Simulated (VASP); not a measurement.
A run of VASP 6.6.1:

The input INCAR:

```
ALGO = Normal ; EDIFF = 1E-7
ENCUT = 520 ; GGA = PE
ISIF = 2 ; ISMEAR = -1
LASPH = T ; LCHARG = T
LELF = T ; LREAL = F
LVHAR = T ; LWAVE = F
NBANDS = 14 ; NELM = 80
PREC = Accurate ; SIGMA = 0.05
```

KPOINTS

```
k-points
0
Gamma
  8 8 8
```

The input POSCAR:

```
Br
1.0
    0.0000000000      3.2316520351      3.2316520351
    3.2316520351      0.0000000000      3.2316520351
    3.2316520351      3.2316520351      0.0000000000
Br
2
Direct
   -0.2375000000     -0.0875000000     -0.0875000000
    0.2375000000      0.0875000000      0.0875000000
```

Potentials or basis: VASP PAW PBE potentials, release 64 (Br).

Command:

```console
$ cat potpaw_PBE.64/Br/POTCAR > POTCAR
$ mpirun -np 1 vasp_std > vasp.out
```

Hardware: 1 thread of Intel(R) Xeon(R) 6975P-C (Granite Rapids), with other jobs on the host.

**Question.** Estimate the wall time of this run.

**Answer.** It took 25 s on 1 thread of Intel(R) Xeon(R) 6975P-C (Granite Rapids), with other jobs on the host, peak memory 0.22 GiB. Counts: scf iterations 14, k points 65.
